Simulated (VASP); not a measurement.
Wanted: the native input for a VASP 6.6.1 run.

```
Task                   : single point
Functional             : r2SCAN
Potentials or basis    : VASP PAW PBE potentials, release 64 (Mg, S)
Cutoff                 : 660 eV
k mesh                 : 3 × 3 × 1
Occupations            : gaussian, width 0.01 eV
Spin                   : no spin polarisation
Dipole correction      : no
Further INCAR settings : ALGO = Normal; EDIFF = 1e-06; NBANDS = 16
```

The system is MgS.

```
Mg S
1.0
     4.03462    0.00000    0.00000
    -2.01731    3.49409    0.00000
     0.00000    0.00000    6.43229
Mg S
2 2
Cartesian
  2.0173 1.1647 3.1888
  0.0000 2.3294 6.4050
  0.0000 2.3294 2.4394
  2.0173 1.1647 5.6556
```

The input as run:

POSCAR

```
MgS
1.0
    4.0346224068      0.0000000000      0.0000000000
   -2.0173112034      3.4940854990      0.0000000000
    0.0000000000      0.0000000000      6.4322941800
Mg S
2 2
Direct
    0.6666666667      0.3333333333      0.4957548500
    0.3333333333      0.6666666667      0.9957548500
    0.3333333333      0.6666666667      0.3792441500
    0.6666666667      0.3333333333      0.8792441500
```

INCAR.step1

```
PREC = Accurate
ENCUT = 660
ISMEAR = 0
SIGMA = 0.01
LREAL = F
LASPH = T
NELM = 120
NBANDS = 16
GGA = PE
ALGO = Normal
EDIFF = 1E-5
LWAVE = T
LCHARG = F
GGA_COMPAT = F
```

INCAR.step2

```
PREC = Accurate
ENCUT = 660
EDIFF = 1E-6
ISMEAR = 0
SIGMA = 0.01
LREAL = F
LASPH = T
NELM = 120
ALGO = Normal
ISIF = 2
LWAVE = F
LCHARG = F
METAGGA = R2SCAN
LMIXTAU = T
NBANDS = 16
ISTART = 1
GGA_COMPAT = F
```

KPOINTS

```
regular mesh
0
Gamma
  3 3 1
```

Potentials or basis: VASP PAW PBE potentials, release 64 (Mg, S).

The run is started by

```console
$ cat potpaw_PBE.64/Mg/POTCAR potpaw_PBE.64/S/POTCAR > POTCAR
$ cp INCAR.step1 INCAR
$ mpirun -np 1 vasp_std > vasp.out
$ cp INCAR.step2 INCAR
$ mpirun -np 1 vasp_std > vasp.out
```

It gave:

The pressure is -0.3 GPa. The largest force is 0.055 eV/Å. The band gap on the k mesh is 4.10 eV, direct.

Caveat: the k points lie up to 0.98 Å⁻¹ apart; the PAW data sets were made with another functional, which shifts forces and pressure a little.

Run time: 2.3 min on 1 thread of Intel Xeon 8259CL (shared host), peak memory 0.27 GiB.
